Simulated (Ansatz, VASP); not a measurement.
# P in VASP and in Ansatz

The input INCAR:

```
SYSTEM = P
PREC = Accurate
ENCUT = 520
EDIFF = 1E-6
ISMEAR = -1
SIGMA = 0.1
LREAL = .FALSE.
LASPH = .TRUE.
NELM = 80
ALGO = Normal
ISIF = 2
LWAVE = .FALSE.
LCHARG = .FALSE.
GGA = PE
NBANDS = 12
```

KPOINTS

```
regular mesh
0
G
  12 12 12
  0 0 0
```

Contents of POSCAR:

```
P
1.0
    0.0000000000      2.0218808074      2.0218808074
    2.0218808074      0.0000000000      2.0218808074
    2.0218808074      2.0218808074      0.0000000000
P
2
Direct
   -0.1250000000     -0.1250000000     -0.1250000000
    0.1250000000      0.1250000000      0.1250000000
```

Input for Ansatz:

```yaml
crystal:
  lattice:
    - [0.0, 2.0218808074, 2.0218808074]
    - [2.0218808074, 0.0, 2.0218808074]
    - [2.0218808074, 2.0218808074, 0.0]
  atoms:
    - { symbol: P, position: [-0.125, -0.125, -0.125] }
    - { symbol: P, position: [0.125, 0.125, 0.125] }
kpoints:
  mp_grid: { grid: [12, 12, 12] }
  band_path:
    path:
      - [0.0, 0.0, 0.0]
      - [0.5, 0.0, 0.5]
      - [0.625, 0.25, 0.625]
      - [0.375, 0.375, 0.75]
      - [0.0, 0.0, 0.0]
      - [0.5, 0.5, 0.5]
      - [0.5, 0.25, 0.75]
      - [0.5, 0.0, 0.5]
    npoints: 8
scf:
  occupations: { method: fermi_dirac, width: 0.1 }
hamiltonian:
  xc: pbe
  pseudopotentials: { kind: all_electron, lapw: { basis_error: 0.001 } }
output:
  forces: true
  stress: true
  eigenvalues: true
  populations: true
  dos: { projected: true, de: 0.2, e_range: [-14, 8] }
```

Change from the starting cell: volume scaled by 0.4, LAPW.

Alike in both runs: task single point; functional PBE; k mesh 12 × 12 × 12; occupations fermi-dirac, width 0.1 eV; no spin polarisation.

```csv
,VASP,Ansatz
version,VASP 6.6.1,Ansatz 0.2.0
potentials or method,"VASP PAW PBE potentials, release 64 (P), cutoff 520 eV","all-electron LAPW, scalar-relativistic"
```

Ansatz gave:

```
pressure (GPa) : 357.0
```

Q: Estimate VASP's values.

A: Pressure (GPa): 353.4.

Both programs put the cell under a high pressure, so it lies far from rest at this level. Ansatz ran all-electron here, and VASP with PAW potentials.

Noted on VASP's run: the cell as given lies far from equilibrium.
